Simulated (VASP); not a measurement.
# Mo (I4_1/amd) in VASP: relaxation of cell and atoms with PBE

Aim: the relaxation of cell and atoms of Mo with PBE.

Everything below comes from runs of VASP 6.6.1. Logs are shortened: lines on timing, memory, paths and dates and some standing lists are left out, and cuts for length are marked.

### 1 The cell of the first run

It takes space group I4_1/amd (No. 141, tetragonal). The conventional cell has a = 4.393 Å, b = 4.393 Å, c = 2.305 Å, α = 90.00°, β = 90.00°, γ = 90.00°. Within 3.0 Å of Mo (site symmetry -4m2) lie 10 Mo at 2.27 to 2.79 Å.

### 2 Relaxation of cell and atoms, PBE, target pressure 200 GPa, at which the enthalpy is minimised

Contents of INCAR:

```
  PREC = Accurate
  ENCUT = 600
  EDIFF = 1E-6
  ISMEAR = -1
  SIGMA = 0.05
  LREAL = F
  LASPH = T
  NELM = 80
  ALGO = Normal
  ISIF = 3
  LWAVE = F
  LCHARG = F
  GGA = PE
  IBRION = 2
  NSW = 32
  EDIFFG = -0.005
  PSTRESS = 2000.0
```

Contents of KPOINTS:

```
regular mesh
0
Gamma
  18 18 18
```

Contents of POSCAR:

```
Mo
1.0
   -2.1963358495      2.1963358495      1.1523451137
    2.1963358495     -2.1963358495      1.1523451137
    2.1963358495      2.1963358495     -1.1523451137
Mo
2
Direct
   -0.3750000000     -0.1250000000     -0.2500000000
    0.3750000000      0.1250000000      0.2500000000
```

Potentials or basis: VASP PAW PBE potentials, release 64 (Mo_sv).

On the command line:

```console
$ cat potpaw_PBE.64/Mo_sv/POTCAR > POTCAR
$ mpirun -np 1 vasp_std > vasp.out
```

OUTCAR:

```text
PREC = Accurate
   ENCUT = 600
   EDIFF = 1E-6
   ISMEAR = -1
   LREAL = F
   LASPH = T
   NELM = 80
   ISIF = 3
   GGA = PE
   IBRION = 2
   NSW = 32
   EDIFFG = -0.005
   PSTRESS = 2000.0

 ion  position               nearest neighbor table
   1  0.625  0.875  0.750-   2 2.27   2 2.27   2 2.27   2 2.27   2 2.79   2 2.79   2 2.79   2 2.79

   2  0.375  0.125  0.250-   1 2.27   1 2.27   1 2.27   1 2.27   1 2.79   1 2.79   1 2.79   1 2.79

  LATTYP: Found a body centered tetragonal cell.
 ALAT       =     4.3926716990
 C/A-ratio  =     0.5246670786

  Lattice vectors:

 A1 = (  -2.1963358495,   2.1963358495,   1.1523451137)
 A2 = (   2.1963358495,  -2.1963358495,   1.1523451137)
 A3 = (   2.1963358495,   2.1963358495,  -1.1523451137)

Analysis of symmetry for initial positions (statically):
=====================================================================
 Subroutine PRICEL returns:
 Original cell was already a primitive cell.

 Routine SETGRP: Setting up the symmetry group for a
 body centered tetragonal supercell.

 Subroutine GETGRP returns: Found 16 space group operations
 (whereof  4 operations were pure point group operations)
 out of a pool of 16 trial point group operations.

The static configuration has the point symmetry C_2h.
 The point group associated with its full space group is D_4h.

Analysis of symmetry for dynamics (positions and initial velocities):
=====================================================================
 Subroutine PRICEL returns:
 Original cell was already a primitive cell.

 Routine SETGRP: Setting up the symmetry group for a
 body centered tetragonal supercell.

 Subroutine GETGRP returns: Found 16 space group operations
 (whereof  4 operations were pure point group operations)
 out of a pool of 16 trial point group operations.

The dynamic configuration has the point symmetry C_2h.
 The point group associated with its full space group is D_4h.

 Subroutine INISYM returns: Found 16 space group operations
 (whereof  4 operations are pure point group operations),
 and found     1 'primitive' translations

----------------------------------------------------------------------------------------

                                     Primitive cell

  volume of cell :      22.2351

  direct lattice vectors                    reciprocal lattice vectors
    -2.196335850  2.196335850  1.152345114     0.000000000  0.227651887  0.433897792
     2.196335850 -2.196335850  1.152345114     0.227651887  0.000000000  0.433897792
     2.196335850  2.196335850 -1.152345114     0.227651887  0.227651887  0.000000000

  length of vectors
     3.312956623  3.312956623  3.312956623     0.489992526  0.489992526  0.321948386

  position of ions in fractional coordinates (direct lattice)
     0.625000000  0.875000000  0.750000000
     0.375000000  0.125000000  0.250000000

  ion indices of the primitive-cell ions
   primitive index   ion index
                 1           1
                 2           2

----------------------------------------------------------------------------------------

 KPOINTS: regular mesh

Automatic generation of k-mesh.
 Grid dimensions read from file:
 generate k-points for:   18   18   18

 Generating k-lattice:

  Cartesian coordinates                     Fractional coordinates (reciprocal lattice)
     0.000000000  0.012647327  0.024105433     0.055555556  0.000000000 -0.000000000
     0.012647327  0.000000000  0.024105433     0.000000000  0.055555556 -0.000000000
     0.012647327  0.012647327  0.000000000     0.000000000  0.000000000  0.055555556

  Length of vectors
     0.027221807  0.027221807  0.017886021

  Shift w.r.t. Gamma in fractional coordinates (k-lattice)
     0.000000000  0.000000000  0.000000000

 Subroutine IBZKPT returns following result:
 ===========================================

 Found    480 irreducible k-points:

 Following reciprocal coordinates:
            Coordinates               Weight
  0.000000  0.000000  0.000000      1.000000
  0.055556 -0.000000  0.000000      8.000000
  0.111111 -0.000000  0.000000      8.000000
  0.166667  0.000000 -0.000000      8.000000
  0.222222 -0.000000  0.000000      8.000000
  0.277778 -0.000000  0.000000      8.000000
[... 16 lines left out ...]
 -0.277778  0.055556 -0.000000     16.000000
 -0.222222  0.055556 -0.000000     16.000000
 [... further k-points ...]
   k-points           NKPTS =    480   k-points in BZ     NKDIM =    480   number of bands    NBANDS=     18
   number of dos      NEDOS =    301   number of ions     NIONS =      2
   total plane-waves  NPLWV =  21952
   dimension x,y,z NGX =    28 NGY =   28 NGZ =   28
   dimension x,y,z NGXF=    56 NGYF=   56 NGZF=   56
   ions per type =               2
   NGX,Y,Z   is equivalent  to a cutoff of  14.05, 14.05, 14.05 a.u.
   NGXF,Y,Z  is equivalent  to a cutoff of  28.10, 28.10, 28.10 a.u.
 SYSTEM =  unknown system
   PREC   = accura    normal or accurate (medium, high low for compatibility)
   ISTART =      0    job   : 0-new  1-cont  2-samecut
   ICHARG =      2    charge: 1-file 2-atom 10-const
   ISPIN  =      1    spin polarized calculation?
   LNONCOLLINEAR =      F non collinear calculations
   LSORBIT =      F    spin-orbit coupling
   LASPH  =      T    aspherical Exc in radial PAW
   ENCUT  =  600.0 eV  44.10 Ry    6.64 a.u.   6.62  6.62  6.62*2*pi/ulx,y,z
   NELM   =     80;   NELMIN=  2; NELMDL= -5     # of ELM steps
   EDIFF  = 0.1E-05   stopping-criterion for ELM
   LREAL  =      F    real-space projection
   EDIFFG = -.5E-02   stopping-criterion for IOM
   NSW    =     32    number of steps for IOM
   IBRION =      2    ionic relax: 0-MD 1-quasi-New 2-CG
   NFREE  =      1    steps in history (QN), initial steepest desc. (CG)
   ISIF   =      3    stress and relaxation
   ISYM   =      2    0-nonsym 1-usesym 2-fastsym
   POTIM  = 0.5000    time-step for ionic-motion
   TEBEG  =    0.0;   TEEND  =   0.0 temperature during run
   PSTRESS= 2000.0 pullay stress
   NELECT =      28.0000    total number of electrons
   NUPDOWN=      -1.0000    fix difference up-down
   EMIN   =  10.00;   EMAX   =-10.00  energy-range for DOS
   EFERMI =   0.00;   METHOD = LEGACY
   ISMEAR =    -1;   SIGMA  =   0.05  broadening in eV -4-tet -1-fermi 0-gaus
   EFERMI_NEDOS =   21; number of points for ismear=-14 and -15
   IALGO  =     38    algorithm
   IMIX   =      4    mixing-type and parameters
     AMIX     =   0.40;   BMIX     =  1.00
     AMIX_MAG =   1.60;   BMIX_MAG =  1.00
  volume/ion in A,a.u.               =      11.12        75.03
  Fermi-wavevector in a.u.,A,eV,Ry     =   1.767858  3.340768 42.522608  3.125324
  Thomas-Fermi vector in A             =   2.835160
   LORBIT       =      0    0 simple, 1 ext, 2 COOP (PROOUT), +10 PAW based schemes
   GGA     = PE    functional components
   LHFCALC =     F    Hartree Fock is set to
   AEXX    =    0.0000 exact exchange contribution
   IVDW    =     0    specifies the selected vdW correction
   LEPSILON=     F    determine dielectric tensor
   LRPA    =     F    only Hartree local field effects (RPA)
 conjugate gradient relaxation of ions
 non-spin polarized calculation
  energy-cutoff  :      600.00
  volume of cell :       22.24
 maximum number of plane-waves:       756
   NGX = 13   NGY = 13   NGZ = 13

--------------------------------------- Ionic step        1  -------------------------------------------

 number of electron      27.9999999 magnetization

 Free energy of the ion-electron system (eV)
  ---------------------------------------------------
  ext. energy  EPLUGINS =         0.00000000
  ---------------------------------------------------
  free energy    TOTEN  =       -15.03283929 eV

  energy without entropy =      -15.02344024  energy(sigma->0) =      -15.02813976

------------------------ aborting loop because EDIFF is reached ----------------------------------------

  FORCE on cell =-STRESS in cart. coord.  units (eV):
  Direction    XX          YY          ZZ          XY          YZ          ZX
  --------------------------------------------------------------------------------------
  -------------------------------------------------------------------------------------
  Total       28.3156036     28.3156036     28.3449894      0.0000000     -0.0000000      0.0000000
  in kB     2040.3109007   2040.3109007   2042.4283248      0.0000000     -0.0000000      0.0000000
  external PRESSURE =      41.0167087 kB  Pullay stress =    2000.0000000 kB

 VOLUME and BASIS-vectors are now :
 -----------------------------------------------------------------------------
  energy-cutoff  :      600.00
  volume of cell :       22.24
      direct lattice vectors                 reciprocal lattice vectors
    -2.196335850  2.196335850  1.152345114     0.000000000  0.227651887  0.433897792
     2.196335850 -2.196335850  1.152345114     0.227651887  0.000000000  0.433897792
     2.196335850  2.196335850 -1.152345114     0.227651887  0.227651887  0.000000000
[... 274 lines left out ...]
  FREE ENERGIE OF THE ION-ELECTRON SYSTEM (eV)
  ---------------------------------------------------
  free  energy   TOTEN  =       -15.1688441509 eV

  energy  without entropy=      -15.1594844489  energy(sigma->0) =      -15.16416430

  enthalpy is  TOTEN    =        12.7220149848 eV   P V=       27.8908591357

--------------------------------------- Ionic step        9  -------------------------------------------

 number of electron      28.0000000 magnetization

 Free energy of the ion-electron system (eV)
  ---------------------------------------------------
  ext. energy  EPLUGINS =         0.00000000
  ---------------------------------------------------
  free energy    TOTEN  =       -15.16202422 eV

  energy without entropy =      -15.15266225  energy(sigma->0) =      -15.15734323

 E-fermi :  18.7625     XC(G=0): -15.2836

 val. band max:       18.7596443707   @ k =  -0.2778   0.4444   0.0556
 cond. band min:      18.7629583902   @ k =  -0.3333   0.1667   0.0556
 fundamental gap:      0.0033140195
 Fermi energy:        18.7625181296

 k-point     1 :       0.0000    0.0000    0.0000
  band No.  band energies     occupation
      1     -43.3199      2.00000
      2     -41.6292      2.00000
      3     -18.4274      2.00000
      4     -18.4274      2.00000
      5     -14.8496      2.00000
      6     -14.8496      2.00000
[... 10 lines left out ...]
     17      21.0208      0.00000
     18      25.3652      0.00000
[... 463 lines left out ...]
 k-point    24 :      -0.2222    0.0556   -0.0000
  band No.  band energies     occupation
      1     -43.0223      2.00000
      2     -41.6169      2.00000
      3     -18.3302      2.00000
      4     -17.8939      2.00000
      5     -15.9664      2.00000
      6     -15.6932      2.00000
[... 10 lines left out ...]
     17      21.7856      0.00000
     18      24.3046      0.00000

 [... further k-points ...]
[... 5 lines left out ...]
  --------------------------------------------------------------------------------------
  -------------------------------------------------------------------------------------
  Total       27.8845580     27.8845580     27.8827924      0.0000000     -0.0000000      0.0000000
  in kB     2000.0374911   2000.0374911   1999.9108519      0.0000000     -0.0000000      0.0000000
  external PRESSURE =      -0.0047219 kB  Pullay stress =    2000.0000000 kB

 VOLUME and BASIS-vectors are now :
 -----------------------------------------------------------------------------
  energy-cutoff  :      600.00
  volume of cell :       22.34
      direct lattice vectors                 reciprocal lattice vectors
    -2.199519862  2.199519862  1.154304644     0.000000000  0.227322339  0.433161213
     2.199519862 -2.199519862  1.154304644     0.227322339  0.000000000  0.433161213
     2.199519862  2.199519862 -1.154304644     0.227322339  0.227322339  0.000000000

 POSITION                                       TOTAL-FORCE (eV/Angst)
 -----------------------------------------------------------------------------------
      2.19952      1.09976      0.86573         0.000000      0.000000     -0.000000
      0.00000      1.09976      0.28858        -0.000000     -0.000000      0.000000
 -----------------------------------------------------------------------------------
    total drift:                                0.000000      0.000000     -0.000000

  FREE ENERGIE OF THE ION-ELECTRON SYSTEM (eV)
  ---------------------------------------------------
  free  energy   TOTEN  =       -15.1620242173 eV

  energy  without entropy=      -15.1526622487  energy(sigma->0) =      -15.15734323

  enthalpy is  TOTEN    =        12.7220110597 eV   P V=       27.8840352771

 reached required accuracy - stopping structural energy minimisation
```

Wall time 6.5 min (1 thread of Intel Xeon 6975P-C (Granite Rapids), shared host); peak memory 0.33 GiB.

What came out:

```yaml
Free_energy: -15.1620 eV
Relaxed_volume: 11.17 Å³/atom
Relaxed_cell: a = 3.318 Å, b = 3.318 Å, c = 3.318 Å, α = 96.95°, β = 96.95°, γ = 139.28°
Space_group_after_relaxing_to_0.05_Å: I4_1/amd (No. 141)
Energy_change_on_relaxing_the_enthalpy_is_what_falls: -64.6 meV/atom
Ionic_steps: 9
Pressure_after_relaxing: 200.0 GPa
Band_gap_on_the_k_mesh: zero (band 14 reaches 21.19 eV, above the bottom of band 15 at 16.48 eV)
```

The path:
| step | energy change (eV) | largest force (eV/Å) | pressure (GPa) | volume (Å³) |
| --- | --- | --- | --- | --- |
| 1 | 0.0000 | 0.0000 | 204.10 | 22.24 |
| 2 | -1.0795 | 0.0000 | 169.40 | 23.16 |
| 3 | -0.1313 | 0.0000 | 199.95 | 22.34 |
| 4 | -0.1287 | 0.0000 | 200.00 | 22.34 |
| 5 | -0.1261 | 0.0000 | 200.08 | 22.34 |
| 6 | -0.1264 | 0.0000 | 200.09 | 22.34 |
| 7 | -0.1262 | 0.0000 | 200.09 | 22.34 |
| 8 | -0.1360 | 0.0000 | 199.78 | 22.34 |
| 9 | -0.1292 | 0.0000 | 200.00 | 22.34 |

Final structure:
```xyz
2
Lattice="-2.1995 2.1995 1.1543 2.1995 -2.1995 1.1543 2.1995 2.1995 -1.1543" Properties=species:S:1:pos:R:3 pbc="T T T"
Mo    2.1995    1.0998    0.8657
Mo    0.0000    1.0998    0.2886
```

Caveat: the cell is relaxed towards a set pressure, so the enthalpy falls and the energy may rise.
